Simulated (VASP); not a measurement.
MnC3: single point with PBE

MnC3:

```
Mn C
1.0
     3.36832    0.00000    0.00000
     0.00000    3.36832    0.00000
     0.00000    0.00000    2.59616
Mn C
1 3
Cartesian
  0.0000 0.0000 0.0000
  1.6842 1.6842 0.0000
  1.6842 0.0000 1.2981
  0.0000 1.6842 1.2981
```

The cell was built from a structure type or drawn by symmetry, and may not be a known phase.

```json
{
 "Program": "VASP 6.6.1",
 "Task": "single point",
 "Functional": "PBE",
 "Potentials or basis": "VASP PAW PBE potentials, release 64 (Mn_pv, C)",
 "Cutoff": "520 eV",
 "k mesh": "6 × 6 × 6",
 "Occupations": "gaussian, width 0.1 eV",
 "Spin": "collinear spin, ferromagnetic start",
 "Starting moments": "[4.0, 0.0, 0.0, 0.0] μB",
 "Dipole correction": "no",
 "Further INCAR settings": "ALGO = Normal; EDIFF = 1e-06; NBANDS = 24"
}
```

* Pressure: -1.2 GPa
* Net moment: 0.24 μB per cell
* Site moments: Mn +0.29; C +0.01, -0.02 (each value once) μB
* Valence electrons inside the program's atomic spheres: Mn 11.98; C 2.13, 2.20 (each value once)

Stress tensor (GPa, compression positive):
```
-0.79  0.00  0.00
 0.00 -0.79  0.00
 0.00  0.00 -2.16
```

Levels at points of the mesh, in eV from the Fermi level:
Spin up:
```
           k point  band 9  band 10  band 11  band 12  band 13  band 14  band 15  band 16  band 17  band 18
(0.00, 0.00, 0.00)   -2.35    -1.67    -1.33    -0.79    -0.79     0.46     0.46     1.38     2.56     5.87
(0.50, 0.00, 0.00)   -3.29    -2.60    -2.30    -0.75     0.76     1.05     1.68     2.55     2.95     3.83
(0.50, 0.50, 0.00)   -2.61    -2.39    -1.48    -0.32     1.41     2.74     2.74     2.94     3.29     4.15
(0.00, 0.00, 0.50)   -5.82    -1.55    -1.55    -1.23    -0.16     0.05     0.71     0.71     1.39     3.65
(0.50, 0.00, 0.50)   -3.70    -3.14    -1.15    -1.00    -0.69    -0.40     1.06     1.09     2.29     4.86
(0.50, 0.50, 0.50)   -7.29    -5.83    -0.90    -0.24     0.04     0.95     0.95     3.48     4.17     5.78
```
Spin down:
```csv
k point,band 10,band 11,band 12,band 13,band 14,band 15
"(0.00, 0.00, 0.00)",-1.25,-1.19,-0.53,-0.53,0.42,0.42
"(0.50, 0.00, 0.00)",-2.63,-2.15,-0.49,1.01,1.15,1.82
"(0.50, 0.50, 0.00)",-2.26,-1.29,0.12,1.45,2.72,2.72
"(0.00, 0.00, 0.50)",-1.55,-1.55,-0.79,-0.06,0.08,0.75
"(0.50, 0.00, 0.50)",-3.10,-1.17,-0.82,-0.71,-0.45,1.26
"(0.50, 0.50, 0.50)",-5.86,-0.70,-0.02,0.48,1.17,1.17
```

It took 78 s on 1 thread of AMD EPYC 9R45 96-Core Processor (Zen 5) (shared host), peak memory 0.15 GiB.

Caveat: the k points lie up to 0.40 Å⁻¹ apart.
